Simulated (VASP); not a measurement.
## K3Pd: single point with PBE

Crystal: K3Pd.

```
CELL_PARAMETERS angstrom
5.44501 0.00000 0.00000
0.00000 5.44501 0.00000
0.00000 0.00000 5.44501
ATOMIC_POSITIONS crystal
K 0.50000 0.50000 0.00000
K 0.50000 0.00000 0.50000
K 0.00000 0.50000 0.50000
Pd 0.00000 0.00000 0.00000
```

```
Program             : VASP 6.6.1
Task                : single point
Functional          : PBE
Potentials or basis : VASP PAW PBE potentials, release 64 (K_sv, Pd)
Cutoff              : 520 eV
k mesh              : 5 × 5 × 5
Occupations         : fermi-dirac, width 0.1 eV
Spin                : no spin polarisation
```

The pressure is 0.0 GPa and the band gap on the k mesh is zero (an odd number of electrons rules out a gap without spin polarisation).

Levels at points of the mesh, in eV from the Fermi level:
```
           k point  band 16  band 17  band 18  band 19  band 20  band 21
(0.00, 0.00, 0.00)    -1.14    -1.14    -1.14     0.22     2.75     2.75
```

It took 68 s on 1 thread of Intel Xeon 8259CL (shared host), peak memory 0.25 GiB.
